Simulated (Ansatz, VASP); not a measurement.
## WC in VASP and in Ansatz

```
W C
1.0
     3.06929    0.00000    0.00000
    -1.53465    2.65809    0.00000
     0.00000    0.00000    7.72089
W C
3 3
Cartesian
  2.0474 0.0000 5.1473
  -1.0237 1.7731 2.5736
  0.5110 0.8850 0.0000
  2.0458 0.0000 1.2868
  -1.0229 1.7717 6.4341
  0.5117 0.8864 3.8604
```

Change from the starting cell: species swapped into the HgS type (P3_221, No. 154).

Alike in both runs: functional PBE; k mesh 5 × 5 × 2; occupations gaussian, width 0.2 eV; no spin polarisation.

Ansatz relaxed the structure, and its values are those at the end. VASP's run is a single point on that final structure, the one shown.

|  | VASP | Ansatz |
| --- | --- | --- |
| version | VASP 6.6.1 | Ansatz 0.2.0 |
| potentials or method | VASP PAW PBE potentials, release 64 (W_sv, C), cutoff 600 eV | scalar-relativistic, plane waves, PAW |
| valence electrons in the cell | 54 | 54 |

Ansatz gave:

```
gap on the k mesh at the Fermi level (eV) : none
pressure (GPa)                            : -0.1
```

Task: Which values does VASP return?

Result: gap on the k mesh at the Fermi level (eV): none; pressure (GPa): 0.7.

A gap of «none» marks a metal or a gap that the smearing closes.

The k mesh is coarse, so the values compare programs but aren't converged. Spin-orbit coupling is off throughout.
